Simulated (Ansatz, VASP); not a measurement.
Two plane-wave programs on AlP

```xyz
2
Lattice="2.7255 2.7255 0.0000 -2.7255 2.7255 0.0000 0.0000 2.7255 2.7255" Properties=species:S:1:pos:R:3 pbc="T T T"
Al    0.0000    0.0000    0.0000
P     1.3627    4.0882    1.3627
```

Alike in both runs: task relaxation of cell and atoms; functional LDA; k mesh 12 × 12 × 12; occupations fermi-dirac, width 0.08 eV; no spin polarisation.

|  | VASP | Ansatz |
| --- | --- | --- |
| version | VASP 6.6.1 | Ansatz 0.2.0 |
| potentials or method | VASP PAW LDA potentials, release 64 (Al, P) | PAW with Ansatz's default frozen-core files, scalar-relativistic |
| plane-wave cutoff (eV) | 500 | 420 |
| valence electrons in the cell | 8 | 8 |

|  | VASP | Ansatz | Ansatz less VASP |
| --- | --- | --- | --- |
| relaxed volume (Å³/atom) | 20.07 | 20.06 | -0.011 |
| relaxed cell length with the largest relative difference (Å) | 3.843 | 3.842 | -0.0007 |

LDA's correlation is that of Perdew and Zunger in VASP and of Perdew and Wang (1992) in Ansatz.
